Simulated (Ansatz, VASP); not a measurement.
# WS2: VASP beside Ansatz

```xyz
6
Lattice="3.1463 0.0000 0.0000 -1.5732 2.7248 0.0000 0.0000 0.0000 12.7078" Properties=species:S:1:pos:R:3 pbc="T T T"
W     0.0000    1.8165    3.1769
W     1.5732    0.9083    9.5308
S     0.0000    1.8165    7.9632
S     1.5732    0.9083    1.6093
S     0.0000    1.8165   11.0984
S     1.5732    0.9083    4.7445
```

Alike in both runs: task single point; functional PBEsol; k mesh 12 × 12 × 2; occupations gaussian, width 0.02 eV; no spin polarisation.

|  | VASP | Ansatz |
| --- | --- | --- |
| version | VASP 6.6.1 | Ansatz 0.2.0 |
| potentials or method | VASP PAW PBE potentials, release 64 (W_sv, S), cutoff 520 eV | scalar-relativistic, plane waves, PAW |
| valence electrons in the cell | 52 | 52 |

Ansatz gave:

- gap on the k mesh at the Fermi level (eV): 1.11
- least direct gap on the mesh (eV): 1.87
- pressure (GPa): 0.0
- rms of the force components (eV/Å): 0.000

Problem. Estimate VASP's values.

Solution. gap on the k mesh at the Fermi level (eV): 1.12; least direct gap on the mesh (eV): 1.87; pressure (GPa): 0.1; rms of the force components (eV/Å): 0.009.

VASP's potentials were made for PBE, not for PBEsol, and Ansatz warns of the same on its side. Atom by atom the forces differ by 0.010 eV/Å (rms over components).

Neither program's run includes spin-orbit coupling.
